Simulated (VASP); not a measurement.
A run of VASP 6.6.1 is set up as follows.

Contents of INCAR:

```
SYSTEM = W
PREC     = Accurate       ! precision mode
ENCUT    = 520            ! plane-wave cutoff, eV
EDIFF    = 1E-6           ! SCF threshold, eV
ISMEAR   = 0              ! smearing method
SIGMA    = 0.15           ! smearing width, eV
LREAL    = .False.        ! projectors in reciprocal space
LASPH    = .True.         ! aspherical terms in the spheres
NELM     = 100            ! most SCF steps
ALGO     = Fast           ! electronic algorithm
ISIF     = 2              ! what is computed and relaxed
LWAVE    = .False.        ! write WAVECAR
LCHARG   = .False.        ! write CHGCAR
NBANDS   = 13             ! bands
```

Contents of KPOINTS:

```
regular mesh
0
Gamma
  20 20 20
  0 0 0
```

The input POSCAR:

```
W
1.0
    0.0000000000      2.0909000000      1.9691000000
    2.0909000000      0.0000000000      1.9691000000
    2.0909000000      2.0909000000      0.0000000000
W
1
Direct
    0.0000000000      0.0000000000      0.0000000000
```

Potentials or basis: VASP PAW LDA potentials, release 64 (W_sv).

The run is started by

```sh
$ cat potpaw_LDA.64/W_sv/POTCAR > POTCAR
$ mpirun -np 1 vasp_std > vasp.out
```

Task: Estimate the pressure.

Result: -23.2 GPa.

Task: What does it give for the band gap on the k mesh?

Result: Zero (band 7 reaches 13.42 eV, above the bottom of band 8 at 9.27 eV).

Stress tensor (GPa, compression positive):
```
-17.93   0.00   0.00
  0.00 -17.93   0.00
  0.00   0.00 -33.62
```

Caveat: the cell differs from its parent crystal (strain +0.030 along x and y, -0.030 along z); spin-orbit coupling is left out, which moves the levels of the heavy elements.
